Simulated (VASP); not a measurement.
# Hf11Si13 in VASP: further runs, part 3 of 5

VASP 6.6.1. Earlier steps stand in the parts before.

## 4. Single point, PBE

Input file INCAR:

```
ALGO = Normal
EDIFF = 1E-6
ENCUT = 520
GGA = PE
ISIF = 2
ISMEAR = -1
ISYM = 0
LASPH = T
LCHARG = F
LREAL = Auto
LWAVE = F
NBANDS = 99
NELM = 100
PREC = Accurate
SIGMA = 0.1034
```

Input file KPOINTS:

```
Automatic mesh
0
Gamma
  1 1 1
  0.25 0.25 0.25
```

Input file POSCAR:

```
Hf11Si13
1.0
    7.7410930000     -0.0769270000      0.2103670000
   -0.0769270000      7.9026600000      0.0117030000
    0.2103670000      0.0117030000      7.8669780000
Si Hf
13 11
Direct
    0.5462803312     -0.0161665216      0.7235094394
    0.9231669341      0.3091689533      0.2467181092
    0.7746819431      0.9430496189      0.5651932640
    0.1336621664      0.5410861657      0.6316526574
    0.6977418348      0.9906440467      0.0837481224
    0.8406081310      0.6429449272      0.7573531291
    0.7121304555      0.3852507722      0.6458337195
    0.2793227514      0.2047536363      0.2506271759
    0.0862407012      0.4064338373      0.9411953748
    0.5622908293      0.6429264557      0.1641597824
    0.9664932487      0.1839125614      0.6027500504
    0.0143009623      0.1316653270      0.9343601406
    0.5087357896      0.5280804131      0.4791558656
    0.4326977488      0.8753126912      0.4292529976
    0.2924373957      0.2536774705      0.6550911970
    0.9146466781      0.6970414568      0.0614702426
    0.0256832971      0.9704059046      0.3170821657
    0.2439584755      0.5519843272      0.3215868043
    0.0953150514      0.8745015962      0.6975576348
    0.8609901530      0.6112100089      0.4401008994
    0.3484502127     -0.0094863689      0.0113456010
    0.6286780897      0.2117994250      0.3484982655
    0.4388964560      0.6745519004      0.7840439351
    0.6370019692      0.3564425744      0.9776275413
```

Potentials or basis: VASP PAW PBE potentials, release 64 (Si, Hf_pv).

Command:

```console
cat potpaw_PBE.64/Si/POTCAR potpaw_PBE.64/Hf_pv/POTCAR > POTCAR
mpirun -np 1 vasp_std > vasp.out
```

OUTCAR:

```text
EDIFF = 1E-6
   ENCUT = 520
   GGA = PE
   ISIF = 2
   ISMEAR = -1
   ISYM = 0
   LASPH = T
   LREAL = Auto
   NELM = 100
   PREC = Accurate

 ion  position               nearest neighbor table
   1  0.546  0.984  0.724-   3 2.14  23 2.60  14 2.66  21 2.67  15 3.00   5 3.13  22 3.48
   2  0.923  0.309  0.247-  22 2.48   9 2.76  17 2.87  20 2.87  12 2.89   8 2.90  11 3.01  24 3.17
                            18 3.19  16 3.39
   3  0.775  0.943  0.565-   1 2.14  11 2.42  17 2.69  19 2.81   6 2.88  20 2.88  14 2.95  22 3.00

   4  0.134  0.541  0.632-  18 2.54   6 2.57  15 2.61   9 2.66  19 2.71  20 2.72  23 2.89  13 3.09
                            11 3.10
   5  0.698  0.991  0.084-  22 2.76  21 2.79  12 2.87  16 2.89  10 2.98  24 3.06   1 3.13  17 3.22
                            14 3.43
   6  0.841  0.643  0.757-   7 2.44  20 2.51  16 2.53   4 2.57  19 2.69   3 2.88   9 3.10  23 3.12
                            24 3.19
   7  0.712  0.385  0.646-  13 2.40   6 2.44  11 2.57  20 2.62  24 2.65  22 2.81  23 3.29  15 3.39

   8  0.279  0.205  0.251-  21 2.58  17 2.70  18 2.82  22 2.85   2 2.90  15 3.21  14 3.23
   9  0.086  0.406  0.941-  12 2.23   4 2.66   2 2.76  16 2.82  15 2.96   6 3.10  18 3.48  24 3.49

  10  0.562  0.643  0.164-  13 2.65  24 2.76  18 2.78  16 2.83  14 2.93   5 2.98  23 3.20  20 3.27
                            21 3.48
  11  0.966  0.184  0.603-   3 2.42   7 2.57  15 2.63  12 2.69  19 2.77  17 2.84   2 3.01   4 3.10
                            22 3.39
  12  0.014  0.132  0.934-   9 2.23  11 2.69  19 2.82   5 2.87   2 2.89  21 2.93  15 3.13  17 3.27
                            24 3.45
  13  0.509  0.528  0.479-   7 2.40  18 2.46  10 2.65  23 2.70  20 2.79  14 2.85  22 2.86  15 3.00
                             4 3.09
  14  0.433  0.875  0.429-   1 2.66  13 2.85  10 2.93   3 2.95  18 3.06  22 3.08  23 3.21   8 3.23
                            19 3.27  17 3.42   5 3.43  21 3.51  15 3.64
  15  0.292  0.254  0.655-   4 2.61  11 2.63   9 2.96   1 3.00  13 3.00  12 3.13   8 3.21  19 3.34
                             7 3.39  22 3.47  21 3.54  18 3.56  14 3.64  23 3.66  24 3.86
  16  0.915  0.697  0.061-   6 2.53   9 2.82  10 2.83   5 2.89  20 3.06  17 3.10   2 3.39  19 3.41
                            24 3.50  18 3.56
  17  0.026  0.970  0.317-   3 2.69   8 2.70  11 2.84   2 2.87  16 3.10  19 3.16  20 3.21   5 3.22
                            12 3.27  21 3.38  14 3.42  22 3.65  18 3.74
  18  0.244  0.552  0.322-  13 2.46   4 2.54  10 2.78   8 2.82  14 3.06  20 3.11   2 3.19   9 3.48
                            16 3.56  15 3.56  17 3.74
  19  0.095  0.875  0.698-   6 2.69   4 2.71  11 2.77   3 2.81  12 2.82  17 3.16  23 3.22  14 3.27
                            15 3.34  21 3.35  16 3.41  20 3.46
  20  0.861  0.611  0.440-   6 2.51   7 2.62   4 2.72  13 2.79   2 2.87   3 2.88  16 3.06  18 3.11
                            17 3.21  10 3.27  19 3.46  22 3.69
  21  0.348  0.991  0.011-   8 2.58   1 2.67   5 2.79  12 2.93  23 3.14  19 3.35  17 3.38  10 3.48
                            14 3.51  15 3.54  24 3.62
  22  0.629  0.212  0.348-   2 2.48   5 2.76   7 2.81   8 2.85  13 2.86   3 3.00  14 3.08  24 3.13
                            11 3.39  15 3.47   1 3.48  17 3.65  20 3.69
  23  0.439  0.675  0.784-   1 2.60  13 2.70   4 2.89   6 3.12  21 3.14  10 3.20  14 3.21  19 3.22
                             7 3.29  24 3.37  15 3.66
  24  0.637  0.356  0.978-   7 2.65  10 2.76   5 3.06  22 3.13   2 3.17   6 3.19  23 3.37  12 3.45
                             9 3.49  16 3.50  21 3.62  15 3.86

IMPORTANT INFORMATION: All symmetrisations will be switched off!
NOSYMM: (Re-)initialisation of all symmetry stuff for point group C_1.

----------------------------------------------------------------------------------------

                                     Primitive cell

  volume of cell :     480.8664

  direct lattice vectors                    reciprocal lattice vectors
     7.741093000 -0.076927000  0.210367000     0.129287284  0.001263646 -0.003459088
    -0.076927000  7.902660000  0.011703000     0.001263646  0.126552301 -0.000222051
[... 96 lines left out ...]
   PREC   = accura    normal or accurate (medium, high low for compatibility)
   ISTART =      0    job   : 0-new  1-cont  2-samecut
   ICHARG =      2    charge: 1-file 2-atom 10-const
   ISPIN  =      1    spin polarized calculation?
   LNONCOLLINEAR =      F non collinear calculations
   LSORBIT =      F    spin-orbit coupling
   LASPH  =      T    aspherical Exc in radial PAW
   ENCUT  =  520.0 eV  38.22 Ry    6.18 a.u.  14.40 14.69 14.63*2*pi/ulx,y,z
   NELM   =    100;   NELMIN=  2; NELMDL= -5     # of ELM steps
   EDIFF  = 0.1E-05   stopping-criterion for ELM
   LREAL  =      T    real-space projection
   EDIFFG = 0.1E-04   stopping-criterion for IOM
   NSW    =      0    number of steps for IOM
   IBRION =     -1    ionic relax: 0-MD 1-quasi-New 2-CG
   NFREE  =      0    steps in history (QN), initial steepest desc. (CG)
   ISIF   =      2    stress and relaxation
   ISYM   =      0    0-nonsym 1-usesym 2-fastsym
   POTIM  = 0.5000    time-step for ionic-motion
   TEBEG  =    0.0;   TEEND  =   0.0 temperature during run
   PSTRESS=    0.0 pullay stress
   NELECT =     162.0000    total number of electrons
   NUPDOWN=      -1.0000    fix difference up-down
   EMIN   =  10.00;   EMAX   =-10.00  energy-range for DOS
   EFERMI =   0.00;   METHOD = LEGACY
   ISMEAR =    -1;   SIGMA  =   0.10  broadening in eV -4-tet -1-fermi 0-gaus
   EFERMI_NEDOS =   21; number of points for ismear=-14 and -15
   IALGO  =     38    algorithm
   IMIX   =      4    mixing-type and parameters
     AMIX     =   0.40;   BMIX     =  1.00
     AMIX_MAG =   1.60;   BMIX_MAG =  1.00
  volume/ion in A,a.u.               =      20.04       135.21
  Fermi-wavevector in a.u.,A,eV,Ry     =   1.139126  2.152636 17.655022  1.297608
  Thomas-Fermi vector in A             =   2.275830
   LORBIT       =      0    0 simple, 1 ext, 2 COOP (PROOUT), +10 PAW based schemes
   GGA     = PE    functional components
   LHFCALC =     F    Hartree Fock is set to
   AEXX    =    0.0000 exact exchange contribution
   IVDW    =     0    specifies the selected vdW correction
   LEPSILON=     F    determine dielectric tensor
   LRPA    =     F    only Hartree local field effects (RPA)
 non-spin polarized calculation
  energy-cutoff  :      520.00
  volume of cell :      480.87
 maximum number of plane-waves:     12936
 NGX is ok and might be reduce to    60
   NGX = 29   NGY = 29   NGZ = 29

 number of electron     162.0000001 magnetization

 Free energy of the ion-electron system (eV)
  ---------------------------------------------------
  ext. energy  EPLUGINS =         0.00000000
  ---------------------------------------------------
  free energy    TOTEN  =      -180.31298241 eV

  energy without entropy =     -179.81197813  energy(sigma->0) =     -180.06248027

 E-fermi :   5.9302     XC(G=0): -10.6927

 val. band max:        5.8810446476   @ k =   0.2500   0.2500   0.2500
 cond. band min:       5.9425649724   @ k =   0.2500   0.2500   0.2500
 fundamental gap:      0.0615203248
 Fermi energy:         5.9301771884

 k-point     1 :       0.2500    0.2500    0.2500
  band No.  band energies     occupation
      1     -25.5328      2.00000
      2     -25.3997      2.00000
      3     -25.3172      2.00000
      4     -25.1608      2.00000
      5     -25.1312      2.00000
      6     -25.0782      2.00000
[... 85 lines left out ...]
     92       7.1856      0.00001
     93       7.3313      0.00000
 [bands above 93 left out]

------------------------ aborting loop because EDIFF is reached ----------------------------------------

  FORCE on cell =-STRESS in cart. coord.  units (eV):
  Direction    XX          YY          ZZ          XY          YZ          ZX
  --------------------------------------------------------------------------------------
  -------------------------------------------------------------------------------------
  Total      -20.8395525    -14.3744935     -2.3318573      4.8170486      1.9308216     -6.9156064
  in kB      -69.4343709    -47.8937308     -7.7694109     16.0497084      6.4332179    -23.0417992
  external PRESSURE =     -41.6991709 kB  Pullay stress =       0.0000000 kB

 VOLUME and BASIS-vectors are now :
 -----------------------------------------------------------------------------
  energy-cutoff  :      520.00
  volume of cell :      480.87
      direct lattice vectors                 reciprocal lattice vectors
     7.741093000 -0.076927000  0.210367000     0.129287284  0.001263646 -0.003459088
    -0.076927000  7.902660000  0.011703000     0.001263646  0.126552301 -0.000222051
     0.210367000  0.011703000  7.866978000    -0.003459088 -0.000222051  0.127206441

 POSITION                                       TOTAL-FORCE (eV/Angst)
 -----------------------------------------------------------------------------------
      4.30533      7.74135      5.81827        -2.077366      1.862448      1.190191
      7.17444      2.37513      2.13875         1.756864      0.936528     -0.984359
      6.04324      7.39962      4.62037         1.405568     -0.884266     -1.645279
      1.12595      4.27313      5.00365        -0.381351      0.576560      1.418358
      5.34269      7.77603      0.81722         0.595402     -0.258980      0.668003
      6.61709      5.02517      6.14244        -0.421755     -0.554926      0.906344
[... 16 lines left out ...]
      3.51058      5.30617      6.26828        -0.060378     -1.441006      0.630402
      5.10933      2.77928      7.82915         0.182683     -0.145338      0.236567
 -----------------------------------------------------------------------------------
    total drift:                               -0.004180     -0.004254      0.001545

  FREE ENERGIE OF THE ION-ELECTRON SYSTEM (eV)
  ---------------------------------------------------
  free  energy   TOTEN  =      -180.3129824107 eV

  energy  without entropy=     -179.8119781296  energy(sigma->0) =     -180.06248027
```

Run time: 2 min. Hardware: 1 thread of Intel Xeon Platinum 8259CL at 2.50GHz (Skylake/Cascade Lake), shared host; peak memory 0.47 GiB.

What came out:

```yaml
Free_energy: -180.3130 eV
Pressure: -4.2 GPa
Largest_force: 3.033 eV/Å
Band_gap_on_the_k_mesh: 0.06 eV
```

Forces in eV/Å, atoms in the order of the input:
```
Si  -2.077  1.862  1.190
Si   1.757  0.937 -0.984
Si   1.406 -0.884 -1.645
Si  -0.381  0.577  1.418
Si   0.595 -0.259  0.668
Si  -0.422 -0.555  0.906
Si  -0.400 -0.748  0.970
Si   0.454  1.011  1.049
Si   0.454  1.908  0.077
Si   0.124  0.288 -0.038
Si  -1.095  0.247 -0.366
Si  -0.288 -1.775  0.047
Si   1.095 -0.166  0.463
Hf   0.003  0.111 -1.166
Hf   1.472 -0.774  0.081
Hf   0.033 -0.181  0.581
Hf  -0.462  0.214 -0.678
Hf  -1.131 -0.424 -2.430
Hf   0.526 -0.468  0.112
Hf  -0.823  1.013 -2.226
Hf   0.117 -0.482  0.130
Hf  -1.078  0.134  0.972
Hf  -0.060 -1.441  0.630
Hf   0.183 -0.145  0.237
```

Caveat: the k points lie up to 0.81 Å⁻¹ apart; spin-orbit coupling is left out, which moves the levels of the heavy elements.

(Continued in part 4 of 5.)
